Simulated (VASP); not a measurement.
A run of VASP 6.6.1 is set up as follows.

File INCAR:

```
ALGO = Normal ; EDIFF = 1E-6
ENCUT = 520 ; GGA = CA
ISIF = 2 ; ISMEAR = -1
LASPH = True ; LCHARG = False
LREAL = False ; LWAVE = False
NBANDS = 8 ; NELM = 100
PREC = Accurate ; SIGMA = 0.05
```

The input KPOINTS:

```
k-points
0
Gamma
  10 10 10
```

POSCAR

```
Li
1.0
    0.0000000000      2.1157616880      2.1157616880
    2.1157616880      0.0000000000      2.1157616880
    2.1157616880      2.1157616880      0.0000000000
Li
1
Direct
    0.0000000000      0.0000000000      0.0000000000
```

Potentials or basis: VASP PAW LDA potentials, release 64 (Li_sv).

The run is started by

```bash
$ cat potpaw_LDA.64/Li_sv/POTCAR > POTCAR
$ mpirun -np 1 vasp_std > vasp.out
```

Question: What does it give for the band gap on the k mesh?

Answer: Zero (an odd number of electrons rules out a gap without spin polarisation).
